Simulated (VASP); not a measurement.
A run of VASP 6.6.1:

The input POSCAR:

```
Be
1.0
    1.9762658392      0.0000000000      0.0000000000
   -0.9881329196      1.7114964214      0.0000000000
    0.0000000000      0.0000000000      3.1418869235
Be
2
Direct
    0.3333333333      0.6666666667      0.2500000000
    0.6666666667      0.3333333333      0.7500000000
```

File INCAR.step1:

```
SYSTEM = Be
PREC = Accurate
ENCUT = 600
ISMEAR = 0
SIGMA = 0.1
LREAL = .False.
LASPH = .True.
NELM = 100
GGA = PE
ALGO = Normal
EDIFF = 1E-4
LWAVE = .True.
LCHARG = .False.
```

INCAR.step2

```
SYSTEM = Be
PREC = Accurate
ENCUT = 600
EDIFF = 1E-6
ISMEAR = 0
SIGMA = 0.1
LREAL = .False.
LASPH = .True.
NELM = 100
ALGO = Normal
ISIF = 3
LWAVE = .False.
LCHARG = .False.
METAGGA = R2SCAN
LMIXTAU = .True.
IBRION = 2
NSW = 80
EDIFFG = -0.05
PSTRESS = 947.0
ISTART = 1
```

The input KPOINTS:

```
Automatic mesh
0
Gamma
  12 12 6
  0 0 0
```

Potentials or basis: VASP PAW PBE potentials, release 64 (Be).

The run is started by

```sh
$ cat potpaw_PBE.64/Be/POTCAR > POTCAR
$ cp INCAR.step1 INCAR
$ mpirun -np 1 vasp_std > vasp.out
$ cp INCAR.step2 INCAR
$ mpirun -np 1 vasp_std > vasp.out
```

Hardware: 1 thread of Intel(R) Xeon(R) 6975P-C (Granite Rapids), on a shared host.

Question: How long does it take, and how much memory?

Answer: Wall time 19 s on 1 thread of Intel(R) Xeon(R) 6975P-C (Granite Rapids), on a shared host, peak memory 0.12 GiB. Counts: k points 76, ion steps 3.
